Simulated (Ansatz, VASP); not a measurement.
# Al: VASP beside Ansatz

Contents of INCAR:

```
PREC = Accurate ; ENCUT = 600
EDIFF = 1E-6 ; ISMEAR = 0
SIGMA = 0.1 ; LREAL = False
LASPH = True ; NELM = 60
ALGO = Normal ; ISIF = 3
LWAVE = False ; LCHARG = False
GGA = PS ; IBRION = 2
NSW = 100 ; EDIFFG = -0.01
```

The input KPOINTS:

```
Automatic mesh
0
Gamma
  24 24 24
```

The input POSCAR:

```
Al
1.0
    0.0000000000      2.0062932835      2.0062932835
    2.0062932835      0.0000000000      2.0062932835
    2.0062932835      2.0062932835      0.0000000000
Al
1
Direct
    0.5000000000      0.5000000000      0.5000000000
```

Input for Ansatz:

```yaml
crystal:
  lattice:
    - [0.0, 2.0062932835, 2.0062932835]
    - [2.0062932835, 0.0, 2.0062932835]
    - [2.0062932835, 2.0062932835, 0.0]
  atoms:
    - { symbol: Al, position: [0.5, 0.5, 0.5] }
basis:
  ecutwfc: 420
kpoints:
  mp_grid: { grid: [24, 24, 24] }
hamiltonian:
  xc: pbesol
scf:
  occupations: { method: gaussian, width: 0.1 }
output:
  forces: true
  stress: true
  eigenvalues: true
relax:
  adjacent_minimum: "off"
  f_tol: 0.01
  max_steps: 80
  cell: { stress_tol: 0.05 }
```

Alike in both runs: task relaxation of cell and atoms; functional PBEsol; k mesh 24 × 24 × 24; occupations gaussian, width 0.1 eV; no spin polarisation.

|  | VASP | Ansatz |
| --- | --- | --- |
| version | VASP 6.6.1 | Ansatz 0.2.0 |
| potentials or method | VASP PAW PBE potentials, release 64 (Al), cutoff 600 eV | scalar-relativistic, plane waves, PAW |
| valence electrons in the cell | 3 | 3 |

|  | VASP | Ansatz | Ansatz less VASP |
| --- | --- | --- | --- |
| gap on the k mesh at the Fermi level, each at its own relaxed structure (eV) | none | none | - |
| relaxed volume (Å³/atom) | 16.18 | 16.17 | -0.016 |
| relaxed length of the cell vector where the two differ most in proportion (Å) | 2.839 | 2.838 | -0.0009 |

VASP's potentials were made for PBE, not for PBEsol. A gap of «none» marks a metal or a gap that the smearing closes.
